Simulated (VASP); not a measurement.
## ZnSiP2: single point with PBE

ZnSiP2:

```
CELL_PARAMETERS angstrom
-2.70892 2.70892 5.26879
2.70892 -2.70892 5.26879
2.70892 2.70892 -5.26879
ATOMIC_POSITIONS crystal
Zn 0.00000 0.00000 0.00000
Zn 0.75000 0.25000 0.50000
Si 0.50000 0.50000 0.00000
Si 0.25000 0.75000 0.50000
P 0.37500 0.39225 0.51725
P 0.87500 0.85775 0.48275
P 0.60775 0.12500 0.98275
P 0.14225 0.62500 0.01725
```

* Program: VASP 6.6.1
* Task: single point
* Functional: PBE
* Potentials or basis: VASP PAW PBE potentials, release 64 (Zn, Si, P)
* Cutoff: 500 eV
* k mesh: 6 × 6 × 6
* Occupations: fermi-dirac, width 0.02 eV
* Spin: no spin polarisation
* Dipole correction: no
* Further INCAR settings: ALGO = Normal; EDIFF = 1e-06; NBANDS = 36

- Pressure: 0.0 GPa
- Largest force: 0.032 eV/Å
- Band gap on the k mesh: 1.36 eV

Forces in eV/Å, atoms in the order of the input:
```
Zn   0.000  0.000  0.000
Zn   0.000  0.000  0.000
Si   0.000  0.000  0.000
Si   0.000  0.000  0.000
P    0.032  0.000  0.000
P   -0.032  0.000  0.000
P    0.000 -0.032  0.000
P    0.000  0.032  0.000
```

Levels at points of the mesh, in eV from the valence-band top:
```csv
k point,band 24,band 25,band 26,band 27,band 28,band 29
"(0.00, 0.00, 0.00)",-0.13,-0.13,0.00,1.36,1.91,2.43
"(0.50, 0.00, 0.00)",-1.70,-1.41,-0.76,2.73,2.87,2.93
"(0.50, 0.50, 0.00)",-1.02,-0.54,-0.54,1.92,1.92,3.13
"(0.50, 0.50, 0.50)",-1.85,-1.08,-1.08,1.56,1.56,1.73
```

It took 4.3 min on 1 thread of Oxide Virtual Turin-like Processor, on a shared host, peak memory 0.36 GiB.

A k mesh can miss the band edges.
